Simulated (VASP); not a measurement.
# CaScBr5 (P4/mmm) in VASP: further runs, part 2 of 2

VASP 6.6.1. The steps go on from the part before.

## (4) Single point, r2SCAN+rVV10

This run uses another cell than the first one, of 26.17 Å³/atom.

The input, POSCAR:

```
CaScBr5
1.0
    4.7083637271      0.0000000000      0.0000000000
    0.0000000000      4.7083637271      0.0000000000
    0.0000000000      0.0000000000      8.2627799292
Ca Sc Br
1 1 5
Direct
    0.5000000000      0.5000000000      0.0000000000
    0.0000000000      0.0000000000      0.5000000000
    0.0000000000      0.5000000000      0.3040446202
    0.0000000000      0.5000000000      0.6959553798
    0.5000000000      0.0000000000      0.3040446202
    0.5000000000      0.0000000000      0.6959553798
    0.0000000000      0.0000000000      0.0000000000
```

The input, INCAR.step1:

```
SYSTEM = CaScBr5
PREC = Accurate ; ENCUT = 520
ISMEAR = -1 ; SIGMA = 0.03
LREAL = .False. ; LASPH = .True.
NELM = 100 ; NBANDS = 37
GGA = PE ; ALGO = Normal
EDIFF = 1E-4 ; LWAVE = .True.
LCHARG = .False.
```

The input, INCAR.step2:

```
SYSTEM = CaScBr5
PREC = Accurate ; ENCUT = 520
EDIFF = 1E-6 ; ISMEAR = -1
SIGMA = 0.03 ; LREAL = .False.
LASPH = .True. ; NELM = 100
ALGO = Normal ; ISIF = 2
LWAVE = .False. ; LCHARG = .False.
METAGGA = R2SCAN ; LMIXTAU = .True.
LUSE_VDW = .True. ; IVDW_NL = 2
BPARAM = 11.95 ; CPARAM = 0.0093
NBANDS = 37 ; ISTART = 1
```

The input, KPOINTS:

```
regular mesh
0
Gamma
  6 6 4
  0 0 0
```

Potentials or basis: VASP PAW PBE potentials, release 64 (Ca_sv, Sc_sv, Br).

Run with:

```sh
> cat potpaw_PBE.64/Ca_sv/POTCAR potpaw_PBE.64/Sc_sv/POTCAR potpaw_PBE.64/Br/POTCAR > POTCAR
> cp INCAR.step1 INCAR
> mpirun -np 1 vasp_std > vasp.out
> cp INCAR.step2 INCAR
> mpirun -np 1 vasp_std > vasp.out
```

OUTCAR:

```text
SYSTEM = CaScBr5
   PREC = Accurate
   ENCUT = 520
   EDIFF = 1E-6
   ISMEAR = -1
   LREAL = .False.
   LASPH = .True.
   NELM = 100
   ISIF = 2
   METAGGA = R2SCAN
   IVDW_NL = 2
   BPARAM = 11.95
   ISTART = 1

 ion  position               nearest neighbor table
   1  0.500  0.500  0.000-
   2  0.000  0.000  0.500-   3 2.86   4 2.86   5 2.86   6 2.86   3 2.86   4 2.86   5 2.86   6 2.86

   3  0.000  0.500  0.304-   2 2.86   2 2.86
   4  0.000  0.500  0.696-   2 2.86   2 2.86
   5  0.500  0.000  0.304-   2 2.86   2 2.86
   6  0.500  0.000  0.696-   2 2.86   2 2.86
   7  0.000  0.000  0.000-

  LATTYP: Found a simple tetragonal cell.
 ALAT       =     4.7083637271
 C/A-ratio  =     1.7549153821

  Lattice vectors:

 A1 = (   4.7083637271,   0.0000000000,   0.0000000000)
 A2 = (   0.0000000000,   4.7083637271,   0.0000000000)
 A3 = (   0.0000000000,   0.0000000000,   8.2627799292)

Analysis of symmetry for initial positions (statically):
=====================================================================
 Subroutine PRICEL returns:
 Original cell was already a primitive cell.

 Routine SETGRP: Setting up the symmetry group for a
 simple tetragonal supercell.

 Subroutine GETGRP returns: Found 16 space group operations
 (whereof 16 operations were pure point group operations)
 out of a pool of 16 trial point group operations.

The static configuration has the point symmetry D_4h.

Analysis of symmetry for dynamics (positions and initial velocities):
=====================================================================
 Subroutine PRICEL returns:
 Original cell was already a primitive cell.

 Routine SETGRP: Setting up the symmetry group for a
 simple tetragonal supercell.

[... 128 lines left out ...]
   EFERMI =   0.00;   METHOD = LEGACY
   ISMEAR =    -1;   SIGMA  =   0.03  broadening in eV -4-tet -1-fermi 0-gaus
   EFERMI_NEDOS =   21; number of points for ismear=-14 and -15
   IALGO  =     38    algorithm
   IMIX   =      4    mixing-type and parameters
     AMIX     =   0.40;   BMIX     =  1.00
     AMIX_MAG =   1.60;   BMIX_MAG =  1.00
  volume/ion in A,a.u.               =      26.17       176.59
  Fermi-wavevector in a.u.,A,eV,Ry     =   1.102847  2.084079 16.548392  1.216272
  Thomas-Fermi vector in A             =   2.239297
   LORBIT       =      0    0 simple, 1 ext, 2 COOP (PROOUT), +10 PAW based schemes
   METAGGA = R2SCAN    functional components
   LHFCALC =     F    Hartree Fock is set to
   AEXX    =    0.0000 exact exchange contribution
   IVDW_NL    =     2    kernel type
   BPARAM     =11.9500
   IVDW    =     0    specifies the selected vdW correction
   LEPSILON=     F    determine dielectric tensor
   LRPA    =     F    only Hartree local field effects (RPA)
 non-spin polarized calculation
  energy-cutoff  :      520.00
  volume of cell :      183.17
 maximum number of plane-waves:      4952
 NGX is ok and might be reduce to    36
   NGX = 17   NGY = 17   NGZ = 31

 number of electron      56.0000004 magnetization

 Free energy of the ion-electron system (eV)
  ---------------------------------------------------
  ext. energy  EPLUGINS =         0.00000000
  ---------------------------------------------------
  free energy    TOTEN  =       -95.27410137 eV

  energy without entropy =      -95.27410137  energy(sigma->0) =      -95.27410137

 E-fermi :   3.1730     XC(G=0):  -9.6387

 val. band max:        2.4424588341   @ k =   0.5000   0.5000   0.0000
 cond. band min:       3.8671782094   @ k =   0.0000   0.0000   0.0000
 fundamental gap:      1.4247193753
 Fermi energy:         3.1729713614

 k-point     1 :       0.0000    0.0000    0.0000
  band No.  band energies     occupation
      1     -50.2199      2.00000
      2     -40.9627      2.00000
      3     -27.8166      2.00000
      4     -27.7911      2.00000
      5     -27.7911      2.00000
      6     -21.0174      2.00000
[... 949 lines left out ...]
     36       6.9656      0.00000
     37       6.9882      0.00000

 [... further k-points ...]
[... 5 lines left out ...]
  --------------------------------------------------------------------------------------
  -------------------------------------------------------------------------------------
  Total        0.2206235      0.2206235      0.2086942      0.0000000      0.0000000     -0.0000000
  in kB        1.9297285      1.9297285      1.8253859      0.0000000      0.0000000     -0.0000000
  external PRESSURE =       1.8949476 kB  Pullay stress =       0.0000000 kB

 VOLUME and BASIS-vectors are now :
 -----------------------------------------------------------------------------
  energy-cutoff  :      520.00
  volume of cell :      183.17
      direct lattice vectors                 reciprocal lattice vectors
     4.708363727  0.000000000  0.000000000     0.212388009  0.000000000  0.000000000
     0.000000000  4.708363727  0.000000000     0.000000000  0.212388009  0.000000000
     0.000000000  0.000000000  8.262779929     0.000000000  0.000000000  0.121024644

 POSITION                                       TOTAL-FORCE (eV/Angst)
 -----------------------------------------------------------------------------------
      2.35418      2.35418      0.00000         0.000000      0.000000      0.000000
      0.00000      0.00000      4.13139         0.000000      0.000000      0.000000
      0.00000      2.35418      2.51225         0.000000     -0.000000     -0.013697
      0.00000      2.35418      5.75053        -0.000000     -0.000000      0.013697
      2.35418      0.00000      2.51225         0.000000     -0.000000     -0.013697
      2.35418      0.00000      5.75053        -0.000000     -0.000000      0.013697
      0.00000      0.00000      0.00000         0.000000      0.000000      0.000000
 -----------------------------------------------------------------------------------
    total drift:                                0.000000      0.000000      0.000000

  FREE ENERGIE OF THE ION-ELECTRON SYSTEM (eV)
  ---------------------------------------------------
  free  energy   TOTEN  =       -95.2741013728 eV

  energy  without entropy=      -95.2741013728  energy(sigma->0) =      -95.27410137
```

OUTCAR.step1:

```text
SYSTEM = CaScBr5
   PREC = Accurate
   ENCUT = 520
   ISMEAR = -1
   LREAL = .False.
   LASPH = .True.
[... 1202 lines left out ...]
      2.35418      0.00000      2.51225         0.000000     -0.000000     -0.029925
      2.35418      0.00000      5.75053         0.000000      0.000000      0.029925
      0.00000      0.00000      0.00000         0.000000      0.000000      0.000000
 -----------------------------------------------------------------------------------
    total drift:                                0.000000      0.000000      0.000000

  FREE ENERGIE OF THE ION-ELECTRON SYSTEM (eV)
  ---------------------------------------------------
  free  energy   TOTEN  =       -26.6847310570 eV

  energy  without entropy=      -26.6847310566  energy(sigma->0) =      -26.68473106
```

It took 23 min on 1 thread of Intel Xeon 8259CL, shared host; peak memory 0.73 GiB.

Results:

| Property | Result |
| --- | --- |
| Free energy | -95.2741 eV |
| Pressure | 0.2 GPa |
| Largest force | 0.014 eV/Å |
| Band gap on the k mesh | 1.42 eV (least direct gap 1.70 eV) |

Forces on the atoms (eV/Å):
```
Ca   0.000  0.000  0.000
Sc   0.000  0.000  0.000
Br   0.000  0.000 -0.014
Br   0.000  0.000  0.014
Br   0.000  0.000 -0.014
Br   0.000  0.000  0.014
Br   0.000  0.000  0.000
```

Levels at points of the mesh, in eV from the valence-band top:
```tsv
k point	band 25	band 26	band 27	band 28	band 29	band 30	band 31	band 32
(0.00, 0.00, 0.00)	-1.01	-0.99	-0.99	-0.59	1.42	1.71	2.55	3.01
(0.50, 0.00, 0.00)	-2.02	-1.94	-1.89	-0.31	1.65	2.12	2.48	2.82
(0.50, 0.50, 0.00)	-1.14	-0.52	-0.31	0.00	1.70	1.79	2.30	2.30
(0.00, 0.00, 0.50)	-1.06	-1.06	-0.96	-0.96	1.66	1.71	3.02	3.22
(0.50, 0.00, 0.50)	-2.06	-1.82	-1.16	-0.94	1.75	2.07	2.52	2.95
(0.50, 0.50, 0.50)	-0.87	-0.54	-0.28	-0.04	1.89	1.93	2.46	2.46
```

Caveat: the PAW data sets were made with another functional, which shifts forces and pressure a little. A k mesh can miss the band edges.

## (5) Summary

```csv
task,level,cell,k mesh,cutoff (eV),gap on the mesh (eV),pressure (GPa)
single point,PBEsol,"a = 4.682, b = 4.682, c = 8.146 Å, 7 atoms, atomic positions A",4 × 4 × 2,520,0.99,0.1
relaxation of cell and atoms,PBEsol,"relaxed from a = 5.085, b = 5.085, c = 9.003 Å, 7 atoms, atomic positions B",4 × 4 × 2,600,1.00,0.0
single point,r2SCAN+rVV10,"a = 4.708, b = 4.708, c = 8.263 Å, 7 atoms, atomic positions C",6 × 6 × 4,520,1.42,0.2
```

Alike in all rows: potentials or basis VASP PAW PBE potentials, release 64 (Ca_sv, Sc_sv, Br); no spin polarisation; smearing fermi-dirac 0.03 eV.

Caveats: the PAW data sets were made with another functional, which shifts forces and pressure a little; the volume moved by over 15 % at a fixed basis, so the end points are rough (at least some runs).

Absolute energies hang on the potentials; compare differences alone.
